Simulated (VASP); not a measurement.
The system is MgCd2SO2.

```
CELL_PARAMETERS angstrom
4.20878 0.00000 0.00000
0.00000 4.20878 0.00000
0.00000 0.00000 5.41584
ATOMIC_POSITIONS crystal
Mg 0.00000 0.00000 0.50000
Cd 0.50000 0.50000 0.72238
Cd 0.50000 0.50000 0.27762
S 0.00000 0.00000 0.00000
O 0.50000 0.00000 0.00000
O 0.00000 0.50000 0.00000
```

| Item | Value |
| --- | --- |
| Program | VASP 6.6.1 |
| Task | relaxation of cell and atoms |
| Functional | PBE |
| Potentials or basis | VASP PAW PBE potentials, release 64 (Mg, Cd, S, O) |
| Cutoff | 600 eV |
| k mesh | 4 × 4 × 4 |
| Occupations | gaussian, width 0.1 eV |
| Spin | no spin polarisation |

At the start: pressure 3.6 GPa; volume 15.99 Å³/atom.

Task: Where does the relaxation end?

Result: Over 7 steps the energy falls by 68.7 meV/atom and the volume is 16.65 Å³/atom (+4.1 %); space group P4/mmm (No. 123, to 0.05 Å).

The path:
```
step  energy change (eV)  largest force (eV/Å)  pressure (GPa)  volume (Å³)
   1              0.0000                3.2700            3.56        95.94
   2             -0.3717                0.4671           -0.55       100.95
   3             -0.3940                0.1088           -0.11        99.77
   4             -0.3940                0.0668           -0.15        99.85
   5             -0.4093                0.0761            0.02        99.77
   6             -0.4108                0.1388            0.09        99.73
   7             -0.4120                0.0036           -0.06        99.87
```

Final structure:
```cif
data_structure
_symmetry_space_group_name_H-M 'P 1'
_symmetry_Int_Tables_number 1
_cell_length_a 4.2811
_cell_length_b 4.2811
_cell_length_c 5.4494
_cell_angle_alpha 90.000
_cell_angle_beta 90.000
_cell_angle_gamma 90.000
_cell_volume 99.87
loop_
_atom_site_label
_atom_site_type_symbol
_atom_site_fract_x
_atom_site_fract_y
_atom_site_fract_z
_atom_site_occupancy
Mg1 Mg 0.00000 0.00000 0.50000 1
Cd1 Cd 0.50000 0.50000 0.74600 1
Cd2 Cd 0.50000 0.50000 0.25400 1
S1 S 0.00000 0.00000 0.00000 1
O1 O 0.50000 0.00000 0.00000 1
O2 O 0.00000 0.50000 0.00000 1
```

Caveat: the k points lie up to 0.37 Å⁻¹ apart in the final cell.
